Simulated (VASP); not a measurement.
# WC in VASP: single point with LDA

Aim: the single point of WC with LDA.

Everything below comes from runs of VASP 6.6.1. Logs are shortened: lines on timing, memory, paths and dates and some standing lists are left out, and cuts for length are marked.

### Step 1. The cell of the first run

The cell holds a slab with vacuum, 16 atoms: a = 5.678 Å, b = 5.577 Å, c = 15.098 Å, α = 90.00°, β = 90.00°, γ = 90.00°.

### Step 2. Single point, LDA

The input, INCAR:

```
ALGO = Normal ; EDIFF = 1E-6
ENCUT = 520 ; ISIF = 2
ISMEAR = -1 ; LASPH = T
LCHARG = F ; LREAL = Auto
LWAVE = F ; NBANDS = 86
NELM = 60 ; PREC = Accurate
SIGMA = 0.05
```

The input, KPOINTS:

```
k-points
0
Gamma
  2 2 1
```

The input, POSCAR:

```
WC
1.0
    5.6779000000      0.0000000000      0.0000000000
    0.0000000000      5.5768400000      0.0000000000
    0.0000000000      0.0000000000     15.0976710000
W C
8 8
Direct
    0.0000000000      0.0000000000      0.0662353816
    0.2381338171     -0.0003048321      0.2228224473
    0.0000000000      0.4999964137      0.0662353816
    0.2308776132      0.4972708559      0.2252069210
    0.5000088061      0.0000000000      0.0662353816
    0.7427922295      0.0040524742      0.2301811981
    0.5000088061      0.4999964137      0.0662353816
    0.7307983585      0.5003371085      0.2327974957
   -0.0019373360      0.2378228531      0.1646942764
    0.1401750647      0.2617432094      0.3278320212
   -0.0095281706      0.7431627947      0.1694963415
    0.2617517040      0.7559478127      0.3251163706
    0.4894239067      0.2468064352      0.1673768093
    0.8411560612      0.2305068820      0.3381382466
    0.4922066257      0.7462649099      0.1666018553
    0.5856038324      0.7502456588      0.3227252733
```

Potentials or basis: VASP PAW LDA potentials, release 64 (W_sv, C).

The run is started by

```console
> cat potpaw_LDA.64/W_sv/POTCAR potpaw_LDA.64/C/POTCAR > POTCAR
> mpirun -np 1 vasp_std > vasp.out
```

OUTCAR:

```text
EDIFF = 1E-6
   ENCUT = 520
   ISIF = 2
   ISMEAR = -1
   LASPH = T
   LREAL = Auto
   NELM = 60
   PREC = Accurate

 ion  position               nearest neighbor table
   1  0.000  0.000  0.066-   9 1.99  11 2.12   2 2.72   3 2.79   3 2.79   5 2.84   5 2.84   6 2.87

   2  0.238  1.000  0.223-  12 2.06   9 2.10  13 2.15  11 2.16  15 2.19  10 2.23   1 2.72   4 2.78
                             5 2.79   4 2.80   6 2.81   6 2.87
   3  0.000  0.500  0.066-  11 2.07   9 2.09   4 2.73   1 2.79   1 2.79   7 2.84   7 2.84   8 2.94

   4  0.231  0.497  0.225-  12 2.09  10 2.10  11 2.11   9 2.16  13 2.21  15 2.22   3 2.73   2 2.78
                             2 2.80   8 2.84   8 2.84   7 2.85
   5  0.500  0.000  0.066-  13 2.06  15 2.07   7 2.79   7 2.79   2 2.79   6 2.83   1 2.84   1 2.84

   6  0.743  0.004  0.230-  14 2.14  16 2.18   9 2.19  13 2.19  11 2.22  15 2.24   8 2.77   8 2.81
                             2 2.81   5 2.83   2 2.87   1 2.87
   7  0.500  0.500  0.066-  15 2.05  13 2.08   5 2.79   5 2.79   8 2.84   3 2.84   3 2.84   4 2.85

   8  0.731  0.500  0.233-  16 2.11  15 2.17  13 2.20  11 2.22  14 2.28   9 2.35   6 2.77   6 2.81
                             7 2.84   4 2.84   4 2.84   3 2.94
   9  0.998  0.238  0.165-   1 1.99   3 2.09   2 2.10   4 2.16   6 2.19   8 2.35
  10  0.140  0.262  0.328-  14 1.71   4 2.10   2 2.23
  11  0.990  0.743  0.169-   3 2.07   4 2.11   1 2.12   2 2.16   8 2.22   6 2.22
  12  0.262  0.756  0.325-  16 1.84   2 2.06   4 2.09
  13  0.489  0.247  0.167-   5 2.06   7 2.08   2 2.15   6 2.19   8 2.20   4 2.21
  14  0.841  0.231  0.338-  10 1.71   6 2.14   8 2.28
  15  0.492  0.746  0.167-   7 2.05   5 2.07   8 2.17   2 2.19   4 2.22   6 2.24
  16  0.586  0.750  0.323-  12 1.84   8 2.11   6 2.18

  LATTYP: Found a simple orthorhombic cell.
 ALAT       =     5.5768400000
 B/A-ratio  =     1.0181213734
 C/A-ratio  =     2.7072089212

  Lattice vectors:

 A1 = (   0.0000000000,  -5.5768400000,   0.0000000000)
 A2 = (   5.6779000000,   0.0000000000,   0.0000000000)
 A3 = (   0.0000000000,   0.0000000000,  15.0976710000)

Analysis of symmetry for initial positions (statically):
=====================================================================
 Subroutine PRICEL returns:
 Original cell was already a primitive cell.

 Routine SETGRP: Setting up the symmetry group for a
 simple orthorhombic supercell.

 Subroutine GETGRP returns: Found  1 space group operations
 (whereof  1 operations were pure point group operations)
 out of a pool of  8 trial point group operations.

The static configuration has the point symmetry C_1 .

Analysis of symmetry for dynamics (positions and initial velocities):
=====================================================================
 Subroutine PRICEL returns:
 Original cell was already a primitive cell.

 Routine SETGRP: Setting up the symmetry group for a
 simple orthorhombic supercell.

 Subroutine GETGRP returns: Found  1 space group operations
 (whereof  1 operations were pure point group operations)
 out of a pool of  8 trial point group operations.

The dynamic configuration has the point symmetry C_1 .

 Subroutine INISYM returns: Found  1 space group operations
 (whereof  1 operations are pure point group operations),
 and found     1 'primitive' translations

----------------------------------------------------------------------------------------

                                     Primitive cell

  volume of cell :     478.0638

  direct lattice vectors                    reciprocal lattice vectors
     5.677900000  0.000000000  0.000000000     0.176121453  0.000000000  0.000000000
     0.000000000  5.576840000  0.000000000     0.000000000  0.179313016  0.000000000
     0.000000000  0.000000000 15.097671000     0.000000000  0.000000000  0.066235382

  length of vectors
     5.677900000  5.576840000 15.097671000     0.176121453  0.179313016  0.066235382

  position of ions in fractional coordinates (direct lattice)
     0.000000000  0.000000000  0.066235382
     0.238133817  0.999695168  0.222822447
     0.000000000  0.499996414  0.066235382
     0.230877613  0.497270856  0.225206921
     0.500008806  0.000000000  0.066235382
     0.742792229  0.004052474  0.230181198
[... 8 lines left out ...]
     0.492206626  0.746264910  0.166601855
     0.585603832  0.750245659  0.322725273

  ion indices of the primitive-cell ions
   primitive index   ion index
                 1           1
                 2           2
                 3           3
                 4           4
                 5           5
                 6           6
[... 8 lines left out ...]
                15          15
                16          16

----------------------------------------------------------------------------------------

 KPOINTS: k-points

Automatic generation of k-mesh.
 Grid dimensions read from file:
 generate k-points for:    2    2    1

 Generating k-lattice:

  Cartesian coordinates                     Fractional coordinates (reciprocal lattice)
     0.088060727  0.000000000  0.000000000     0.500000000  0.000000000  0.000000000
     0.000000000  0.089656508  0.000000000     0.000000000  0.500000000  0.000000000
     0.000000000  0.000000000  0.066235382     0.000000000  0.000000000  1.000000000

  Length of vectors
     0.088060727  0.089656508  0.066235382

  Shift w.r.t. Gamma in fractional coordinates (k-lattice)
     0.000000000  0.000000000  0.000000000

 Subroutine IBZKPT returns following result:
 ===========================================

 Found      4 irreducible k-points:

 Following reciprocal coordinates:
            Coordinates               Weight
  0.000000  0.000000  0.000000      1.000000
  0.500000  0.000000  0.000000      1.000000
  0.000000  0.500000  0.000000      1.000000
  0.500000  0.500000  0.000000      1.000000
   k-points           NKPTS =      4   k-points in BZ     NKDIM =      4   number of bands    NBANDS=     86
   number of dos      NEDOS =    301   number of ions     NIONS =     16
   total plane-waves  NPLWV = 197568
   dimension x,y,z NGX =    42 NGY =   42 NGZ =  112
   dimension x,y,z NGXF=    84 NGYF=   84 NGZF=  224
   ions per type =               8   8
   NGX,Y,Z   is equivalent  to a cutoff of  12.30, 12.52, 12.33 a.u.
   NGXF,Y,Z  is equivalent  to a cutoff of  24.59, 25.04, 24.67 a.u.
 SYSTEM =  unknown system
   PREC   = accura    normal or accurate (medium, high low for compatibility)
   ISTART =      0    job   : 0-new  1-cont  2-samecut
   ICHARG =      2    charge: 1-file 2-atom 10-const
   ISPIN  =      1    spin polarized calculation?
   LNONCOLLINEAR =      F non collinear calculations
   LSORBIT =      F    spin-orbit coupling
   LASPH  =      T    aspherical Exc in radial PAW
   ENCUT  =  520.0 eV  38.22 Ry    6.18 a.u.  10.56 10.37 28.07*2*pi/ulx,y,z
   NELM   =     60;   NELMIN=  2; NELMDL= -5     # of ELM steps
   EDIFF  = 0.1E-05   stopping-criterion for ELM
   LREAL  =      T    real-space projection
   EDIFFG = 0.1E-04   stopping-criterion for IOM
   NSW    =      0    number of steps for IOM
   IBRION =     -1    ionic relax: 0-MD 1-quasi-New 2-CG
   NFREE  =      0    steps in history (QN), initial steepest desc. (CG)
   ISIF   =      2    stress and relaxation
   ISYM   =      2    0-nonsym 1-usesym 2-fastsym
   POTIM  = 0.5000    time-step for ionic-motion
   TEBEG  =    0.0;   TEEND  =   0.0 temperature during run
   PSTRESS=    0.0 pullay stress
   NELECT =     144.0000    total number of electrons
   NUPDOWN=      -1.0000    fix difference up-down
   EMIN   =  10.00;   EMAX   =-10.00  energy-range for DOS
   EFERMI =   0.00;   METHOD = LEGACY
   ISMEAR =    -1;   SIGMA  =   0.05  broadening in eV -4-tet -1-fermi 0-gaus
   EFERMI_NEDOS =   21; number of points for ismear=-14 and -15
   IALGO  =     38    algorithm
   IMIX   =      4    mixing-type and parameters
     AMIX     =   0.40;   BMIX     =  1.00
     AMIX_MAG =   1.60;   BMIX_MAG =  1.00
  volume/ion in A,a.u.               =      29.88       201.63
  Fermi-wavevector in a.u.,A,eV,Ry     =   1.097405  2.073795 16.385473  1.204298
  Thomas-Fermi vector in A             =   2.233765
   LORBIT       =      0    0 simple, 1 ext, 2 COOP (PROOUT), +10 PAW based schemes
   GGA     = CA    functional components
   LHFCALC =     F    Hartree Fock is set to
   AEXX    =    0.0000 exact exchange contribution
   IVDW    =     0    specifies the selected vdW correction
   LEPSILON=     F    determine dielectric tensor
   LRPA    =     F    only Hartree local field effects (RPA)
 non-spin polarized calculation
  energy-cutoff  :      520.00
  volume of cell :      478.06
 maximum number of plane-waves:     12909
   NGX = 21   NGY = 21   NGZ = 57

 number of electron     143.9999987 magnetization

 Free energy of the ion-electron system (eV)
  ---------------------------------------------------
  ext. energy  EPLUGINS =         0.00000000
  ---------------------------------------------------
  free energy    TOTEN  =      -169.81492811 eV

  energy without entropy =     -169.68660447  energy(sigma->0) =     -169.75076629

 E-fermi :   0.3221     XC(G=0):  -6.3564

 val. band max:        0.3179934786   @ k =   0.0000   0.5000   0.0000
 cond. band min:       0.3456524638   @ k =   0.5000   0.0000   0.0000
 fundamental gap:      0.0276589852
 Fermi energy:         0.3221029514

 k-point     1 :       0.0000    0.0000    0.0000
  band No.  band energies     occupation
      1     -73.5108      2.00000
      2     -73.4195      2.00000
      3     -73.3555      2.00000
      4     -73.2465      2.00000
      5     -73.2332      2.00000
      6     -73.2002      2.00000
[... 76 lines left out ...]
     83       2.9096      0.00000
     84       3.0026      0.00000

 k-point     2 :       0.5000    0.0000    0.0000
  band No.  band energies     occupation
      1     -73.5079      2.00000
      2     -73.4169      2.00000
      3     -73.3584      2.00000
      4     -73.2474      2.00000
      5     -73.2232      2.00000
      6     -73.2107      2.00000
[... 76 lines left out ...]
     83       2.3803      0.00000
     84       2.4718      0.00000

 k-point     3 :       0.0000    0.5000    0.0000
  band No.  band energies     occupation
      1     -73.5030      2.00000
      2     -73.4274      2.00000
      3     -73.3491      2.00000
      4     -73.2515      2.00000
      5     -73.2219      2.00000
      6     -73.1916      2.00000
[... 76 lines left out ...]
     83       2.3443      0.00000
     84       2.3979      0.00000

 k-point     4 :       0.5000    0.5000    0.0000
  band No.  band energies     occupation
      1     -73.5001      2.00000
      2     -73.4247      2.00000
      3     -73.3519      2.00000
      4     -73.2535      2.00000
      5     -73.2068      2.00000
      6     -73.2022      2.00000
[... 76 lines left out ...]
     83       1.5337      0.00000
     84       1.6211      0.00000
 [bands above 84 left out]

------------------------ aborting loop because EDIFF is reached ----------------------------------------

  FORCE on cell =-STRESS in cart. coord.  units (eV):
  Direction    XX          YY          ZZ          XY          YZ          ZX
  --------------------------------------------------------------------------------------
  -------------------------------------------------------------------------------------
  Total      -25.6378929     -2.5664443     -1.0386041     -0.1694753      1.3681282      1.2322040
  in kB      -85.9225247     -8.6011504     -3.4807654     -0.5679775      4.5851284      4.1295935
  external PRESSURE =     -32.6681468 kB  Pullay stress =       0.0000000 kB

 VOLUME and BASIS-vectors are now :
 -----------------------------------------------------------------------------
  energy-cutoff  :      520.00
  volume of cell :      478.06
      direct lattice vectors                 reciprocal lattice vectors
     5.677900000  0.000000000  0.000000000     0.176121453  0.000000000  0.000000000
     0.000000000  5.576840000  0.000000000     0.000000000  0.179313016  0.000000000
     0.000000000  0.000000000 15.097671000     0.000000000  0.000000000  0.066235382

 POSITION                                       TOTAL-FORCE (eV/Angst)
 -----------------------------------------------------------------------------------
      0.00000      0.00000      1.00000        -0.294140     -0.229618     -0.884548
      1.35210      5.57514      3.36410         0.223761     -0.202677      2.699679
      0.00000      2.78840      1.00000        -0.192194     -0.769739     -0.514426
      1.31090      2.77320      3.40010         1.342447      0.250065      2.215054
      2.83900      0.00000      1.00000         0.066582     -0.602457     -0.524646
      4.21750      0.02260      3.47520        -0.230213     -0.662014      1.070623
[... 8 lines left out ...]
      2.79470      4.16180      2.51530         0.285220      0.312295     -0.889134
      3.32500      4.18400      4.87240        -4.140021      0.001052     -1.390006
 -----------------------------------------------------------------------------------
    total drift:                               -0.015762     -0.009470      0.012335

  FREE ENERGIE OF THE ION-ELECTRON SYSTEM (eV)
  ---------------------------------------------------
  free  energy   TOTEN  =      -169.8149281150 eV

  energy  without entropy=     -169.6866044704  energy(sigma->0) =     -169.75076629
```

It took 3.9 min on 1 thread of Intel Xeon 6975P-C (Granite Rapids), shared host; peak memory 0.42 GiB.

Results:

* Free energy: -169.8149 eV
* Largest force: 5.704 eV/Å
* Band gap on the k mesh: zero (band 72 reaches 0.56 eV, above the bottom of band 73 at 0.18 eV)

Forces on the atoms (eV/Å):
```
W   -0.294 -0.230 -0.885
W    0.224 -0.203  2.700
W   -0.192 -0.770 -0.514
W    1.342  0.250  2.215
W    0.067 -0.602 -0.525
W   -0.230 -0.662  1.071
W   -0.086  0.200 -0.215
W    0.971 -0.414  0.413
C   -0.683  1.106 -0.335
C   -5.665 -0.429 -0.502
C   -0.882  0.556  0.071
C    3.841 -0.165 -0.060
C    0.539  0.405  0.830
C    4.904  0.644 -1.984
C    0.285  0.312 -0.889
C   -4.140  0.001 -1.390
```

Levels at points of the mesh, in eV from the Fermi level:
```csv
k point,band 70,band 71,band 72,band 73,band 74,band 75
"(0.00, 0.00, 0.00)",-0.29,-0.11,0.24,0.44,0.64,0.99
"(0.50, 0.00, 0.00)",-0.19,-0.07,-0.02,0.02,0.20,0.23
"(0.00, 0.50, 0.00)",-0.73,-0.11,0.00,0.12,0.20,0.63
"(0.50, 0.50, 0.00)",-0.27,-0.19,-0.18,-0.15,-0.08,0.12
```

Caveat: the k points lie up to 0.56 Å⁻¹ apart; spin-orbit coupling is left out, which moves the levels of the heavy elements.
